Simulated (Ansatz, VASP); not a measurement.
This is a calculation of Zr for Ansatz 0.2.0.

The input input.yaml:

```yaml
crystal:
  lattice:
    - [-1.797851983, 1.797851983, 1.797851983]
    - [1.797851983, -1.797851983, 1.797851983]
    - [1.797851983, 1.797851983, -1.797851983]
  atoms:
    - { symbol: Zr, position: [0.0, 0.0, 0.0] }
hamiltonian:
  xc: lda
  pseudopotentials: { kind: paw }
kpoints:
  mp_grid: { grid: [10, 10, 10] }
scf:
  occupations: { method: fermi_dirac, width: 0.05 }
output:
  forces: true
  stress: true
  eigenvalues: true
```

Potentials or basis: Ansatz PAW.

Run with:

```bash
$ ansatz run input.yaml --threads 1 --pin off --max-ram 3584MiB --backend cpu --events-out ev --progress --plain --runs-dir out
```

Problem. Set up the same calculation for VASP 6.6.1. Potentials there: VASP PAW LDA potentials, release 64 (Zr_sv).

Solution. As run (the cutoff follows the program's own potentials):

INCAR

```
SYSTEM = Zr
PREC = Accurate
ENCUT = 500
EDIFF = 1E-6
ISMEAR = -1
SIGMA = 0.05
LREAL = .False.
LASPH = .True.
NELM = 120
ALGO = Normal
ISIF = 2
LWAVE = .False.
LCHARG = .False.
NBANDS = 12
GGA_COMPAT = .False.
```

File KPOINTS:

```
Automatic mesh
0
Gamma
  10 10 10
  0 0 0
```

File POSCAR:

```
Zr
1.0
   -1.7978519830      1.7978519830      1.7978519830
    1.7978519830     -1.7978519830      1.7978519830
    1.7978519830      1.7978519830     -1.7978519830
Zr
1
Direct
    0.0000000000      0.0000000000      0.0000000000
```

Potentials or basis: VASP PAW LDA potentials, release 64 (Zr_sv).

The run is started by

```sh
$ cat potpaw_LDA.64/Zr_sv/POTCAR > POTCAR
$ mpirun -np 1 vasp_std > vasp.out
```

Both were run:

|  | VASP | Ansatz | Ansatz less VASP |
| --- | --- | --- | --- |
| gap on the k mesh at the Fermi level (eV) | none | none | - |
| pressure (GPa) | -8.4 | -8.5 | -0.09 |

LDA's correlation is that of Perdew and Zunger in VASP and of Perdew and Wang (1992) in Ansatz. A gap of «none» marks a metal or a gap that the smearing closes.
